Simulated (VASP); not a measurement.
# BiO5 (Amm2) in VASP: single point with PBE

Aim: the single point of BiO5 with PBE.

All numbers are computed with VASP 6.6.1; they aren't measurements. Logs are shortened: lines on timing, memory, paths and dates and some standing lists are left out, and cuts for length are marked.

## 1. The cell of the first run

Symmetry: Amm2, No. 38, orthorhombic system. The conventional cell has a = 4.124 Å, b = 6.126 Å, c = 6.107 Å, α = 90.00°, β = 90.00°, γ = 90.00°. Within 2.7 Å of Bi (site symmetry mm2) lie 6 O at 2.07 to 2.18 Å. O (site symmetry m) has 2 Bi at 2.15 to 2.18 Å and 4 O at 2.61 to 2.62 Å within 2.8 Å. Within 2.7 Å of O (site symmetry mm2) lie 2 Bi at 2.07 Å. O (site symmetry m) has 1 O at 1.18 Å within 1.6 Å.

## 2. Single point, PBE

INCAR

```
  PREC = Accurate
  ENCUT = 600
  EDIFF = 1E-6
  ISMEAR = 0
  SIGMA = 0.2
  LREAL = F
  LASPH = T
  NELM = 120
  ALGO = Normal
  ISIF = 2
  LWAVE = F
  LCHARG = F
  GGA = PE
  NBANDS = 32
  GGA_COMPAT = F
```

KPOINTS

```
regular mesh
0
Gamma
  3 4 4
```

POSCAR

```
BiO5
1.0
    4.1240751042      0.0000000000      0.0000000000
    0.0000000000      3.0628798903      3.0532563872
    0.0000000000     -3.0628798903      3.0532563872
Bi O
1 5
Direct
    0.0000000000      0.8032879221      0.8032879221
    0.0000000000      0.2992948660      0.7956897835
    0.0000000000      0.7956897835      0.2992948660
    0.5000000000      0.7728344858      0.7728344858
    0.3566274355      0.2967601963      0.2967601963
    0.6433725645      0.2967601963      0.2967601963
```

Potentials or basis: VASP PAW PBE potentials, release 64 (Bi_d, O).

Run with:

```
$ cat potpaw_PBE.64/Bi_d/POTCAR potpaw_PBE.64/O/POTCAR > POTCAR
$ mpirun -np 1 vasp_std > vasp.out
```

OUTCAR:

```text
PREC = Accurate
   ENCUT = 600
   EDIFF = 1E-6
   ISMEAR = 0
   LREAL = F
   LASPH = T
   NELM = 120
   ISIF = 2
   GGA = PE

 ion  position               nearest neighbor table
   1  0.000  0.803  0.803-   4 2.07   4 2.07   2 2.15   3 2.15   2 2.18   3 2.18
   2  0.000  0.299  0.796-   1 2.15   1 2.18
   3  0.000  0.796  0.299-   1 2.15   1 2.18
   4  0.500  0.773  0.773-   1 2.07   1 2.07
   5  0.357  0.297  0.297-   6 1.18
   6  0.643  0.297  0.297-   5 1.18

  LATTYP: Found a base centered orthorhombic cell.
 ALAT       =     6.1065127744
 B/A-ratio  =     1.0031518818
 C/A-ratio  =     0.6753568291

  Lattice vectors:

 A1 = (   0.0000000000,   3.0628798903,   3.0532563872)
 A2 = (   0.0000000000,  -3.0628798903,   3.0532563872)
 A3 = (   4.1240751042,   0.0000000000,   0.0000000000)

Analysis of symmetry for initial positions (statically):
=====================================================================
 Subroutine PRICEL returns:
 Original cell was already a primitive cell.

 Routine SETGRP: Setting up the symmetry group for a
 base centered orthorhombic supercell.

 Subroutine GETGRP returns: Found  4 space group operations
 (whereof  4 operations were pure point group operations)
 out of a pool of  8 trial point group operations.

The static configuration has the point symmetry C_2v.

Analysis of symmetry for dynamics (positions and initial velocities):
=====================================================================
 Subroutine PRICEL returns:
 Original cell was already a primitive cell.

 Routine SETGRP: Setting up the symmetry group for a
 base centered orthorhombic supercell.

 Subroutine GETGRP returns: Found  4 space group operations
 (whereof  4 operations were pure point group operations)
 out of a pool of  8 trial point group operations.

The dynamic configuration has the point symmetry C_2v.

 Subroutine INISYM returns: Found  4 space group operations
 (whereof  4 operations are pure point group operations),
 and found     1 'primitive' translations

----------------------------------------------------------------------------------------

                                     Primitive cell

[... 85 lines left out ...]
   ENCUT  =  600.0 eV  44.10 Ry    6.64 a.u.   8.24  8.64  8.64*2*pi/ulx,y,z
   NELM   =    120;   NELMIN=  2; NELMDL= -5     # of ELM steps
   EDIFF  = 0.1E-05   stopping-criterion for ELM
   LREAL  =      F    real-space projection
   EDIFFG = 0.1E-04   stopping-criterion for IOM
   NSW    =      0    number of steps for IOM
   IBRION =     -1    ionic relax: 0-MD 1-quasi-New 2-CG
   NFREE  =      0    steps in history (QN), initial steepest desc. (CG)
   ISIF   =      2    stress and relaxation
   ISYM   =      2    0-nonsym 1-usesym 2-fastsym
   POTIM  = 0.5000    time-step for ionic-motion
   TEBEG  =    0.0;   TEEND  =   0.0 temperature during run
   PSTRESS=    0.0 pullay stress
   NELECT =      45.0000    total number of electrons
   NUPDOWN=      -1.0000    fix difference up-down
   EMIN   =  10.00;   EMAX   =-10.00  energy-range for DOS
   EFERMI =   0.00;   METHOD = LEGACY
   ISMEAR =     0;   SIGMA  =   0.20  broadening in eV -4-tet -1-fermi 0-gaus
   EFERMI_NEDOS =   21; number of points for ismear=-14 and -15
   IALGO  =     38    algorithm
   IMIX   =      4    mixing-type and parameters
     AMIX     =   0.40;   BMIX     =  1.00
     AMIX_MAG =   1.60;   BMIX_MAG =  1.00
  volume/ion in A,a.u.               =      12.86        86.76
  Fermi-wavevector in a.u.,A,eV,Ry     =   1.367925  2.585004 25.459491  1.871220
  Thomas-Fermi vector in A             =   2.493935
   LORBIT       =      0    0 simple, 1 ext, 2 COOP (PROOUT), +10 PAW based schemes
   GGA     = PE    functional components
   LHFCALC =     F    Hartree Fock is set to
   AEXX    =    0.0000 exact exchange contribution
   IVDW    =     0    specifies the selected vdW correction
   LEPSILON=     F    determine dielectric tensor
   LRPA    =     F    only Hartree local field effects (RPA)
 non-spin polarized calculation
 Gauss-broadening in eV      SIGMA  =   0.20
  energy-cutoff  :      600.00
  volume of cell :       77.13
 maximum number of plane-waves:      2592
 NGX is ok and might be reduce to    36
   NGX = 17   NGY = 17   NGZ = 17

 number of electron      44.9999998 magnetization

 Free energy of the ion-electron system (eV)
  ---------------------------------------------------
  ext. energy  EPLUGINS =         0.00000000
  ---------------------------------------------------
  free energy    TOTEN  =       -28.81569111 eV

  energy without entropy =      -28.73792675  energy(sigma->0) =      -28.77680893

 E-fermi :   2.7661     XC(G=0): -10.1827

 val. band max:        2.7649973060   @ k =   0.3333   0.5000   0.2500
 cond. band min:       2.8621265504   @ k =   0.3333   0.5000   0.5000
 fundamental gap:      0.0971292444
 Fermi energy:         2.7661065307

 k-point     1 :       0.0000    0.0000    0.0000
  band No.  band energies     occupation
      1     -25.2664      2.00000
      2     -19.9477      2.00000
      3     -19.7899      2.00000
      4     -19.2767      2.00000
      5     -19.2518      2.00000
      6     -19.2395      2.00000
[... 479 lines left out ...]
     31      15.6474      0.00000
     32      15.8447      0.00000

------------------------ aborting loop because EDIFF is reached ----------------------------------------

  FORCE on cell =-STRESS in cart. coord.  units (eV):
  Direction    XX          YY          ZZ          XY          YZ          ZX
  --------------------------------------------------------------------------------------
  -------------------------------------------------------------------------------------
  Total        1.9321576      0.0513174      0.2443683      0.0000000      0.0000000      0.0000000
  in kB       40.1331571      1.0659214      5.0758140      0.0000000      0.0000000      0.0000000
  external PRESSURE =      15.4249641 kB  Pullay stress =       0.0000000 kB

 VOLUME and BASIS-vectors are now :
 -----------------------------------------------------------------------------
  energy-cutoff  :      600.00
  volume of cell :       77.13
      direct lattice vectors                 reciprocal lattice vectors
     4.124075104  0.000000000  0.000000000     0.242478610  0.000000000  0.000000000
     0.000000000  3.062879890  3.053256387     0.000000000  0.163245056  0.163759585
     0.000000000 -3.062879890  3.053256387     0.000000000 -0.163245056  0.163759585

 POSITION                                       TOTAL-FORCE (eV/Angst)
 -----------------------------------------------------------------------------------
      0.00000      0.00000      4.90529         0.000000      0.000000     -0.001892
      0.00000     -1.52040      3.34327         0.000000      0.001750      0.010671
      0.00000      1.52040      3.34327         0.000000     -0.001750      0.010671
      2.06204      0.00000      4.71932         0.000000      0.000000     -0.009072
      1.47076      0.00000      1.81217        -1.646583      0.000000     -0.005189
      2.65332      0.00000      1.81217         1.646583      0.000000     -0.005189
 -----------------------------------------------------------------------------------
    total drift:                                0.000000      0.000001      0.000394

  FREE ENERGIE OF THE ION-ELECTRON SYSTEM (eV)
  ---------------------------------------------------
  free  energy   TOTEN  =       -28.8156911098 eV

  energy  without entropy=      -28.7379267452  energy(sigma->0) =      -28.77680893
```

OSZICAR:

```text
N       E                     dE             d eps       ncg     rms          rms(c)
DAV:   1     0.519987387589E+03    0.51999E+03   -0.25270E+04   904   0.175E+03
DAV:   2     0.260508453465E+02   -0.49394E+03   -0.46466E+03  1000   0.497E+02
DAV:   3    -0.331642034004E+02   -0.59215E+02   -0.57129E+02  1072   0.163E+02
DAV:   4    -0.352794039249E+02   -0.21152E+01   -0.21066E+01  1056   0.334E+01
DAV:   5    -0.353400154341E+02   -0.60612E-01   -0.60578E-01  1224   0.568E+00    0.176E+01
DAV:   6    -0.398751224363E+02   -0.45351E+01   -0.14549E+02  1216   0.566E+01    0.236E+01
DAV:   7    -0.289219452580E+02    0.10953E+02   -0.10183E+01  1024   0.211E+01    0.412E+00
DAV:   8    -0.288740626756E+02    0.47883E-01   -0.10755E+00  1032   0.744E+00    0.252E+00
DAV:   9    -0.288384315270E+02    0.35631E-01   -0.40161E-01  1208   0.334E+00    0.179E+00
DAV:  10    -0.288157956285E+02    0.22636E-01   -0.22454E-01  1192   0.237E+00    0.438E-01
DAV:  11    -0.288154300598E+02    0.36557E-03   -0.26856E-02  1024   0.810E-01    0.163E-01
DAV:  12    -0.288156899461E+02   -0.25989E-03   -0.27492E-03  1184   0.357E-01    0.728E-02
DAV:  13    -0.288157174538E+02   -0.27508E-04   -0.10947E-03  1216   0.126E-01    0.634E-02
DAV:  14    -0.288157225354E+02   -0.50816E-05   -0.96656E-04  1192   0.709E-02    0.575E-02
DAV:  15    -0.288156905798E+02    0.31956E-04   -0.25626E-04  1104   0.394E-02    0.380E-03
DAV:  16    -0.288156911098E+02   -0.53000E-06   -0.33904E-06   920   0.104E-02
   1 F= -.28815691E+02 E0= -.28776809E+02  d E =-.777644E-01
```

Run time: 22 s. Hardware: 1 thread of Intel Xeon 6975P-C (Granite Rapids), shared host; peak memory 0.21 GiB.

Results:

| Quantity | Value |
| --- | --- |
| Free energy | -28.8157 eV |
| Pressure | 1.5 GPa |
| Largest force | 1.647 eV/Å |

Forces in eV/Å, atoms in the order of the input:
```
Bi   0.000  0.000 -0.002
O    0.000  0.002  0.011
O    0.000 -0.002  0.011
O    0.000  0.000 -0.009
O   -1.647  0.000 -0.005
O    1.647  0.000 -0.005
```

Stress tensor (GPa, compression positive):
```
4.01 0.00 0.00
0.00 0.11 0.00
0.00 0.00 0.51
```

Levels at points of the mesh, in eV from the Fermi level:
```tsv
k point	band 20	band 21	band 22	band 23	band 24	band 25
(0.00, 0.00, 0.00)	-1.05	-1.05	-0.89	-0.87	-0.28	-0.28
(0.00, 0.50, 0.00)	-1.13	-1.01	-0.93	-0.28	0.47	1.20
(0.00, 0.50, 0.50)	-1.47	-1.47	-0.47	0.50	0.51	2.94
```

Caveat: the k points lie up to 0.51 Å⁻¹ apart; the standard files for N, O and F lose accuracy on very short bonds; spin-orbit coupling is left out, which moves the levels of the heavy elements; an odd number of electrons without spin polarisation forces a metal; a magnetic or distorted state may lie lower.
